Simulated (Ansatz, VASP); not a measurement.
**MnSi in VASP and in Ansatz**

```
CELL_PARAMETERS angstrom
3.07218 0.00000 0.00000
0.00000 3.07218 0.00000
0.00000 0.00000 3.07218
ATOMIC_POSITIONS crystal
Mn 0.00000 0.00000 0.00000
Si 0.50000 0.50000 0.50000
```

Alike in both runs: task single point; functional r2SCAN0; k mesh 5 × 5 × 5; occupations fermi-dirac, width 0.05 eV; collinear spin.

```csv
,VASP,Ansatz
version,VASP 6.6.1,Ansatz 0.2.0
potentials or method,"VASP PAW PBE potentials, release 64 (Mn_pv, Si)",Ansatz PAW
plane-wave cutoff (eV),520,500
valence electrons in the cell,17,19
```

|  | VASP | Ansatz | Ansatz less VASP |
| --- | --- | --- | --- |
| gap on the k mesh at the Fermi level (eV) | none | none | - |
| pressure (GPa) | -2.2 | 4.8 | +6.98 |
| net moment per atom (μB) | 1.72 | 1.94 | +0.223 |
| size of the moment on the site where the two differ most (μB) | 3.79 | 4.05 | +0.259 |

The net moments are unlike, so the other rows may belong to different states. VASP's potentials were made for PBE, not for r2SCAN0. Site moments also hang on the region over which each program counts them. A gap of «none» marks a metal or a gap that the smearing closes. VASP's potentials hold 17 valence electrons a cell and Ansatz's 19, so a difference there can come from the potentials and not from the codes.

The k mesh is coarse, so the values compare programs but aren't converged. Noted on Ansatz's run: the magnetic or orbital state may not be the lowest.
